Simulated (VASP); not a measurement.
**Ta: single point with PBE**

The system is Ta.

```
CELL_PARAMETERS angstrom
-1.59017 1.59017 1.59017
1.59017 -1.59017 1.59017
1.59017 1.59017 -1.59017
ATOMIC_POSITIONS crystal
Ta 0.00000 0.00000 0.00000
```

```
Program             : VASP 6.6.1
Task                : single point
Functional          : PBE
Potentials or basis : VASP PAW PBE potentials, release 64 (Ta_pv)
Cutoff              : 520 eV
k mesh              : 18 × 18 × 18
Occupations         : gaussian, width 0.1 eV
Spin                : no spin polarisation
```

| Item | Value |
| --- | --- |
| Pressure | 32.3 GPa |
| Band gap on the k mesh | zero (an odd number of electrons rules out a gap without spin polarisation) |

Levels at points of the mesh, in eV from the Fermi level:
```
           k point  band 3  band 4  band 5  band 6  band 7  band 8
(0.00, 0.00, 0.00)  -32.60   -8.31    0.74    0.74    0.74    4.43
(0.50, 0.00, 0.00)  -32.61   -4.90   -1.89    2.21    4.40    5.56
(0.50, 0.50, 0.50)  -33.75   -4.52   -4.52    7.82    7.82    7.82
```

Wall time 33 s on 1 thread of Intel Xeon 8259CL (shared host), peak memory 0.15 GiB.

Caveat: the cell stands under pressure; spin-orbit coupling is left out, which moves the levels of the heavy elements.
